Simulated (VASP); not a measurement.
**Co: single point with PBEsol**

The system is Co.

```
Co
1.0
     2.47200    0.00000    0.00000
    -1.23600    2.14081    0.00000
     0.00000    0.00000    4.02114
Co
2
Direct
  0.66667 0.33333 0.75000
  0.33333 0.66667 0.25000
```

* Program: VASP 6.6.1
* Task: single point
* Functional: PBEsol
* Potentials or basis: VASP PAW PBE potentials, release 64 (Co)
* Cutoff: 520 eV
* k mesh: 12 × 12 × 7
* Occupations: fermi-dirac, width 0.05 eV
* Spin: collinear spin, ferromagnetic start
* Starting moments: [2.0, 2.0] μB
* Dipole correction: no
* k mesh for the DOS: 18 × 18 × 11
* Occupations for the DOS: tetrahedron
* Further INCAR settings: ALGO = Fast; EDIFF = 1e-06; NBANDS = 20

* Net moment: 3.18 μB per cell
* Site moments: Co +1.59 μB
* Valence electrons inside the program's atomic spheres: Co 8.31

Levels at points of the mesh, in eV from the Fermi level:
Spin up:
```
           k point  band 8  band 9  band 10  band 11  band 12  band 13  band 14  band 15
(0.00, 0.00, 0.00)   -1.90   -1.90    -0.78    -0.78    -0.22     6.41    22.15    24.95
(0.50, 0.00, 0.00)   -0.63   -0.56    -0.48     1.35     3.41     9.74    10.42    12.84
```
Spin down:
| k point | band 5 | band 6 | band 7 | band 8 | band 9 | band 10 |
| --- | --- | --- | --- | --- | --- | --- |
| (0.00, 0.00, 0.00) | -1.00 | -0.63 | -0.63 | -0.21 | -0.17 | -0.17 |
| (0.50, 0.00, 0.00) | -1.14 | -1.10 | -0.67 | 1.21 | 1.32 | 1.38 |

Run time: 4.7 min on 1 thread of Intel Xeon 8259CL, on a shared host, peak memory 0.25 GiB.
